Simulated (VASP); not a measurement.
Input of a VASP 6.6.1 run:

The input INCAR:

```
SYSTEM = Sn
PREC = Accurate ; ENCUT = 520
EDIFF = 1E-6 ; ISMEAR = -1
SIGMA = 0.1 ; LREAL = .FALSE.
LASPH = .TRUE. ; NELM = 100
ALGO = Normal ; ISIF = 2
LWAVE = .FALSE. ; LCHARG = .TRUE.
GGA = PE ; LELF = .TRUE.
LVHAR = .TRUE. ; NBANDS = 21
```

KPOINTS

```
regular mesh
0
G
  12 12 7
  0 0 0
```

The input POSCAR:

```
Sn
1.0
    3.2363973567      0.0000000000      0.0000000000
   -1.6181986783      2.8028023276      0.0000000000
    0.0000000000      0.0000000000      5.3807836324
Sn
2
Direct
    0.3333333333      0.6666666667      0.2500000000
    0.6666666667      0.3333333333      0.7500000000
```

Potentials or basis: VASP PAW PBE potentials, release 64 (Sn_d).

Launch:

```console
$ cat potpaw_PBE.64/Sn_d/POTCAR > POTCAR
$ mpirun -np 1 vasp_std > vasp.out
```

Question: Estimate the pressure.

Answer: 8.1 GPa.

Question: Estimate the band gap on the k mesh.

Answer: Zero (bands 14 and 15 overlap by 9.31 eV).

Stress tensor (GPa, compression positive):
```
8.84 0.00 0.00
0.00 8.84 0.00
0.00 0.00 6.50
```

Caveat: the cell stands under pressure; spin-orbit coupling is left out, which moves the levels of the heavy elements.
